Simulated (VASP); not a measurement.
A run of VASP 6.6.1:

INCAR

```
SYSTEM = Ca
PREC     = Accurate       ! precision mode
ENCUT    = 520            ! plane-wave cutoff, eV
EDIFF    = 1E-6           ! SCF threshold, eV
ISMEAR   = -1             ! smearing method
SIGMA    = 0.1            ! smearing width, eV
LREAL    = .FALSE.        ! projectors in reciprocal space
LASPH    = .TRUE.         ! aspherical terms in the spheres
NELM     = 80             ! most SCF steps
ALGO     = Normal         ! electronic algorithm
ISIF     = 2              ! what is computed and relaxed
LWAVE    = .FALSE.        ! write WAVECAR
LCHARG   = .TRUE.         ! write CHGCAR
LELF     = .TRUE.         ! ELF
LVHAR    = .TRUE.       
NBANDS   = 11             ! bands
```

File KPOINTS:

```
Automatic mesh
0
G
  12 12 12
  0 0 0
```

The input POSCAR:

```
Ca
1.0
   -2.0260988904      2.0260988904      2.0260988904
    2.0260988904     -2.0260988904      2.0260988904
    2.0260988904      2.0260988904     -2.0260988904
Ca
1
Direct
    0.0000000000      0.0000000000      0.0000000000
```

Potentials or basis: VASP PAW LDA potentials, release 64 (Ca_sv).

Run with:

```console
$ cat potpaw_LDA.64/Ca_sv/POTCAR > POTCAR
$ mpirun -np 1 vasp_std > vasp.out
```

Hardware: 1 thread of Intel Xeon 8259CL, with other jobs on the host.

Problem. Estimate the wall time of this run.

Solution. Run time: 38 s on 1 thread of Intel Xeon 8259CL (shared host), peak memory 0.16 GiB. Counts: scf iterations 11, k points 72.
